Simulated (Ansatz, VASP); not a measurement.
## Zr2B3: VASP beside Ansatz

Contents of INCAR:

```
SYSTEM = Zr2B3
PREC = Accurate
ENCUT = 520
EDIFF = 1E-7
ISMEAR = 0
SIGMA = 0.1
LREAL = .FALSE.
LASPH = .TRUE.
NELM = 150
ALGO = Normal
ISIF = 2
LWAVE = .FALSE.
LCHARG = .FALSE.
ISPIN = 2
MAGMOM = 1 1 0 0 0
LORBIT = 11
LMAXMIX = 4
GGA = PE
NBANDS = 28
```

The input KPOINTS:

```
Automatic mesh
0
G
  4 4 4
  0 0 0
```

The input POSCAR:

```
Zr2B3
1.0
    4.2195359464      0.0000000000      0.0000000000
    0.0000000000      4.2195359464      0.0000000000
    0.0000000000      0.0000000000      4.2195359464
Zr B
2 3
Direct
    0.0000000000      0.0000000000      0.0000000000
    0.5000000000      0.5000000000      0.5000000000
    0.5000000000      0.0000000000      0.0000000000
    0.0000000000      0.5000000000      0.0000000000
    0.0000000000      0.0000000000      0.5000000000
```

Input for Ansatz:

```yaml
crystal:
  lattice:
    - [4.2195359464, 0.0, 0.0]
    - [0.0, 4.2195359464, 0.0]
    - [0.0, 0.0, 4.2195359464]
  atoms:
    - { symbol: Zr, position: [0.0, 0.0, 0.0], spin: 1.0 }
    - { symbol: Zr, position: [0.5, 0.5, 0.5], spin: 1.0 }
    - { symbol: B, position: [0.5, 0.0, 0.0] }
    - { symbol: B, position: [0.0, 0.5, 0.0] }
    - { symbol: B, position: [0.0, 0.0, 0.5] }
basis:
  ecutwfc: 420
kpoints:
  mp_grid: { grid: [4, 4, 4] }
hamiltonian:
  xc: pbe
scf:
  occupations: { method: gaussian, width: 0.1 }
  lower_state_search: "off"
output:
  forces: true
  stress: true
  eigenvalues: true
  populations: true
magnetization:
  spin_polarized: true
```

Alike in both runs: task single point; functional PBE; k mesh 4 × 4 × 4; occupations gaussian, width 0.1 eV; collinear spin.

```csv
,VASP,Ansatz
version,VASP 6.6.1,Ansatz 0.2.0
potentials or method,"VASP PAW PBE potentials, release 64 (Zr_sv, B), cutoff 520 eV","scalar-relativistic, plane waves, PAW"
valence electrons in the cell,33,33
```

```csv
,VASP,Ansatz,Ansatz less VASP
gap on the k mesh at the Fermi level (eV),none,none,-
pressure (GPa),0.2,0.2,-0.04
net moment per atom (μB),0.00,0.00,0.000
```

A gap of «none» marks a metal or a gap that the smearing closes. Ansatz's warnings: filled band counts differ across k points, seeded moment not kept.

The k mesh is coarse, so the values compare programs but aren't converged.
